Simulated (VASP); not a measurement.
# MgS (F-43m) in VASP: notebook, part 2 of 2

VASP 6.6.1. Earlier steps stand in the parts before.

**3. Single point, LDA**

The input, INCAR:

```
ALGO = Normal
EDIFF = 1E-6
ENCUT = 600
GGA_COMPAT = F
ISIF = 2
ISMEAR = 0
LASPH = T
LCHARG = T
LELF = T
LREAL = F
LVHAR = T
LWAVE = F
NBANDS = 11
NELM = 120
PREC = Accurate
SIGMA = 0.01
```

The input, KPOINTS:

```
k-points
0
Gamma
  4 4 4
```

The input, POSCAR:

```
MgS
1.0
    0.0000000000      2.8308747668      2.8308747668
    2.8308747668      0.0000000000      2.8308747668
    2.8308747668      2.8308747668      0.0000000000
Mg S
1 1
Direct
    0.0000000000      0.0000000000      0.0000000000
    0.7500000000      0.7500000000      0.7500000000
```

Potentials or basis: VASP PAW LDA potentials, release 64 (Mg, S).

On the command line:

```sh
> cat potpaw_LDA.64/Mg/POTCAR potpaw_LDA.64/S/POTCAR > POTCAR
> mpirun -np 1 vasp_std > vasp.out
```

OUTCAR:

```text
EDIFF = 1E-6
   ENCUT = 600
   ISIF = 2
   ISMEAR = 0
   LASPH = T
   LREAL = F
   NELM = 120
   PREC = Accurate

 ion  position               nearest neighbor table
   1  0.000  0.000  0.000-   2 2.45   2 2.45   2 2.45   2 2.45
   2  0.750  0.750  0.750-   1 2.45   1 2.45   1 2.45   1 2.45

  LATTYP: Found a face centered cubic cell.
 ALAT       =     5.6617495336

  Lattice vectors:

 A1 = (   0.0000000000,   2.8308747668,   2.8308747668)
 A2 = (   2.8308747668,   0.0000000000,   2.8308747668)
 A3 = (   2.8308747668,   2.8308747668,   0.0000000000)

Analysis of symmetry for initial positions (statically):
=====================================================================
 Subroutine PRICEL returns:
 Original cell was already a primitive cell.

 Routine SETGRP: Setting up the symmetry group for a
 face centered cubic supercell.

 Subroutine GETGRP returns: Found 24 space group operations
 (whereof 24 operations were pure point group operations)
 out of a pool of 48 trial point group operations.

The static configuration has the point symmetry T_d .

Analysis of symmetry for dynamics (positions and initial velocities):
=====================================================================
 Subroutine PRICEL returns:
 Original cell was already a primitive cell.

 Routine SETGRP: Setting up the symmetry group for a
 face centered cubic supercell.

 Subroutine GETGRP returns: Found 24 space group operations
 (whereof 24 operations were pure point group operations)
 out of a pool of 48 trial point group operations.

The dynamic configuration has the point symmetry T_d .

 Subroutine INISYM returns: Found 24 space group operations
 (whereof 24 operations are pure point group operations),
 and found     1 'primitive' translations

[... 101 lines left out ...]
   LORBIT       =      0    0 simple, 1 ext, 2 COOP (PROOUT), +10 PAW based schemes
   GGA     = CA    functional components
   LHFCALC =     F    Hartree Fock is set to
   AEXX    =    0.0000 exact exchange contribution
   IVDW    =     0    specifies the selected vdW correction
   LEPSILON=     F    determine dielectric tensor
   LRPA    =     F    only Hartree local field effects (RPA)
 non-spin polarized calculation
 Gauss-broadening in eV      SIGMA  =   0.01
  energy-cutoff  :      600.00
  volume of cell :       45.37
 maximum number of plane-waves:      1540
   NGX = 15   NGY = 15   NGZ = 15

 number of electron       8.0000000 magnetization

 Free energy of the ion-electron system (eV)
  ---------------------------------------------------
  ext. energy  EPLUGINS =         0.00000000
  ---------------------------------------------------
  free energy    TOTEN  =        -9.36326969 eV

  energy without entropy =       -9.36326969  energy(sigma->0) =       -9.36326969

 E-fermi :   0.9988     XC(G=0):  -8.7584

 val. band max:        0.9077040744   @ k =   0.0000   0.0000   0.0000
 cond. band min:       4.0944965786   @ k =   0.0000   0.0000   0.0000
 fundamental gap:      3.1867925042
 Fermi energy:         0.9988423371

 k-point     1 :       0.0000    0.0000    0.0000
  band No.  band energies     occupation
      1     -10.3299      2.00000
      2       0.9077      2.00000
      3       0.9077      2.00000
      4       0.9077      2.00000
      5       4.0945      0.00000
      6       8.6647      0.00000
      7       8.6647      0.00000
      8       8.6647      0.00000
      9      11.6410      0.00000
     10      11.6410      0.00000
     11      14.2500      0.00000
[... 85 lines left out ...]
 k-point     8 :      -0.2500    0.5000    0.2500
  band No.  band energies     occupation
      1      -9.3906      2.00000
      2      -1.4554      2.00000
      3      -0.9809      2.00000
      4      -0.4668      2.00000
      5       6.2445      0.00000
      6       8.6400      0.00000
      7       8.8982      0.00000
      8       9.2155      0.00000
      9      13.2400      0.00000
     10      14.4364      0.00000
     11      14.7023      0.00000

------------------------ aborting loop because EDIFF is reached ----------------------------------------

  FORCE on cell =-STRESS in cart. coord.  units (eV):
  Direction    XX          YY          ZZ          XY          YZ          ZX
  --------------------------------------------------------------------------------------
  -------------------------------------------------------------------------------------
  Total       -0.6479763     -0.6479763     -0.6479763     -0.0000000      0.0000000     -0.0000000
  in kB      -22.8811428    -22.8811428    -22.8811428     -0.0000000      0.0000000     -0.0000000
  external PRESSURE =     -22.8811428 kB  Pullay stress =       0.0000000 kB

 VOLUME and BASIS-vectors are now :
 -----------------------------------------------------------------------------
  energy-cutoff  :      600.00
  volume of cell :       45.37
      direct lattice vectors                 reciprocal lattice vectors
     0.000000000  2.830874767  2.830874767    -0.176623850  0.176623850  0.176623850
     2.830874767  0.000000000  2.830874767     0.176623850 -0.176623850  0.176623850
     2.830874767  2.830874767  0.000000000     0.176623850  0.176623850 -0.176623850

 POSITION                                       TOTAL-FORCE (eV/Angst)
 -----------------------------------------------------------------------------------
      0.00000      0.00000      0.00000        -0.000000     -0.000000     -0.000000
      4.24631      4.24631      4.24631         0.000000      0.000000      0.000000
 -----------------------------------------------------------------------------------
    total drift:                               -0.000000     -0.000000     -0.000000

  FREE ENERGIE OF THE ION-ELECTRON SYSTEM (eV)
  ---------------------------------------------------
  free  energy   TOTEN  =        -9.3632696949 eV

  energy  without entropy=       -9.3632696949  energy(sigma->0) =       -9.36326969
```

OSZICAR:

```text
N       E                     dE             d eps       ncg     rms          rms(c)
DAV:   1     0.267301242262E+02    0.26730E+02   -0.36045E+03   184   0.638E+02
DAV:   2    -0.788987288876E+01   -0.34620E+02   -0.33211E+02   208   0.110E+02
DAV:   3    -0.991802784717E+01   -0.20282E+01   -0.20235E+01   223   0.275E+01
DAV:   4    -0.993313255677E+01   -0.15105E-01   -0.15103E-01   206   0.289E+00
DAV:   5    -0.993331509460E+01   -0.18254E-03   -0.18254E-03   231   0.323E-01    0.402E+00
DAV:   6    -0.942093081081E+01    0.51238E+00   -0.12726E+00   188   0.412E+00    0.298E+00
DAV:   7    -0.936830356423E+01    0.52627E-01   -0.23245E-01   209   0.188E+00    0.223E+00
DAV:   8    -0.936409980567E+01    0.42038E-02   -0.14186E-02   203   0.699E-01    0.112E+00
DAV:   9    -0.936324234261E+01    0.85746E-03   -0.19932E-03   206   0.218E-01    0.364E-01
DAV:  10    -0.936326891664E+01   -0.26574E-04   -0.67660E-05   212   0.437E-02    0.108E-01
DAV:  11    -0.936326987721E+01   -0.96056E-06   -0.31403E-05   203   0.245E-02    0.493E-02
DAV:  12    -0.936326969493E+01    0.18228E-06   -0.11233E-06   129   0.537E-03
   1 F= -.93632697E+01 E0= -.93632697E+01  d E =-.223342E-39
```

stdout:

```text
POSCAR found type information on POSCAR MgS
 POSCAR found :  2 types and       2 ions
 scaLAPACK will be used
 LDA part: xc-table for (Slater(with rela. corr.)+CA(PZ))
 , standard interpolation
 POSCAR, INCAR and KPOINTS ok, starting setup
 FFT: planning ... GRIDC
 FFT: planning ... GRID_SOFT
 FFT: planning ... GRID
 WAVECAR not read
 entering main loop
```

Wall time 4.8 s (1 thread of Intel Xeon 6975P-C, shared host); peak memory 0.15 GiB.

Results:

* Free energy: -9.3633 eV
* Pressure: -2.3 GPa
* Band gap on the k mesh: 3.19 eV, direct

Caveat: the k points lie up to 0.48 Å⁻¹ apart.

**4. Single point, PBE**

The input, INCAR:

```
SYSTEM = MgS
ALGO = Normal
EDIFF = 1E-6
ENCUT = 600
GGA = PE
GGA_COMPAT = .FALSE.
ISIF = 2
ISMEAR = 0
LASPH = .TRUE.
LCHARG = .TRUE.
LELF = .TRUE.
LREAL = .FALSE.
LVHAR = .TRUE.
LWAVE = .FALSE.
NBANDS = 11
NELM = 120
PREC = Accurate
SIGMA = 0.01
```

The input, KPOINTS:

```
k-points
0
G
  4 4 4
  0 0 0
```

POSCAR is that of step 3.

Potentials or basis: VASP PAW PBE potentials, release 64 (Mg, S).

On the command line:

```sh
> cat potpaw_PBE.64/Mg/POTCAR potpaw_PBE.64/S/POTCAR > POTCAR
> mpirun -np 1 vasp_std > vasp.out
```

It took 7.2 s on 1 thread of Intel Xeon 6975P-C, shared host; peak memory 0.17 GiB.

Results (log left out):

* Free energy: -8.4566 eV
* Pressure: 1.0 GPa
* Band gap on the k mesh: 3.45 eV, direct

Levels at points of the mesh, in eV from the valence-band top:
```
           k point  band 2  band 3  band 4  band 5  band 6  band 7
(0.00, 0.00, 0.00)    0.00    0.00    0.00    3.45    7.94    7.94
(0.50, 0.00, 0.00)   -3.13   -0.33   -0.33    5.11    7.63    7.63
(0.50, 0.50, 0.00)   -2.81   -1.03   -1.03    3.88    5.64   11.16
```

Caveat: the k points lie up to 0.48 Å⁻¹ apart.

**5. The runs side by side**

| level | potentials or basis | k mesh | gap on the mesh (eV) | pressure (GPa) |
| --- | --- | --- | --- | --- |
| PBE | VASP PAW PBE potentials, release 64 (Mg, S) | 2 × 2 × 2 | 3.37 | 4.1 |
| LDA | VASP PAW LDA potentials, release 64 (Mg, S) | 4 × 4 × 4 | 3.19 | -2.3 |
| PBE | VASP PAW PBE potentials, release 64 (Mg, S) | 4 × 4 × 4 | 3.45 | 1.0 |

Alike in all rows: task single point; no spin polarisation; cell as given; cutoff (eV) 600; smearing gaussian 0.01 eV.

Caveats: all runs use coarse meshes.

Total energies depend on the potentials used, so only differences within one code and one set of settings carry meaning.
